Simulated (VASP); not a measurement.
The system is SiC.

```xyz
8
Lattice="3.0776 0.0000 0.0000 -1.5388 2.6652 0.0000 0.0000 0.0000 10.0767" Properties=species:S:1:pos:R:3 pbc="T T T"
Si    0.0000    0.0000   -0.0014
Si    0.0000    1.7768    2.5183
Si    0.0000    0.0000    5.0369
Si    1.5388    0.8884    7.5566
C     0.0000    0.0000    1.8872
C     0.0000    1.7768    4.4131
C     0.0000    0.0000    6.9256
C     1.5388    0.8884    9.4514
```

Base run:

| Quantity | Value |
| --- | --- |
| Program | VASP 6.6.1 |
| Functional | PBE |
| Potentials or basis | VASP PAW PBE potentials, release 64 (Si, C) |
| Cutoff | 520 eV |
| k mesh | 12 × 12 × 4 |
| Occupations | fermi-dirac, width 0.02 eV |
| Spin | no spin polarisation |

Its results: band gap on the k mesh 2.23 eV, indirect (least direct gap 3.35 eV); pressure 3.5 GPa.

The run is repeated on the same cell with these changes: functional from PBE to r2SCAN; occupations from fermi-dirac, width 0.02 eV to gaussian, width 0.01 eV. What comes out?

Band gap on the k mesh 2.61 eV, indirect (least direct gap 3.79 eV); pressure -0.2 GPa.

Caveats: the PAW data sets were made with another functional, which shifts forces and pressure a little (some runs).

A k mesh can miss the band edges.
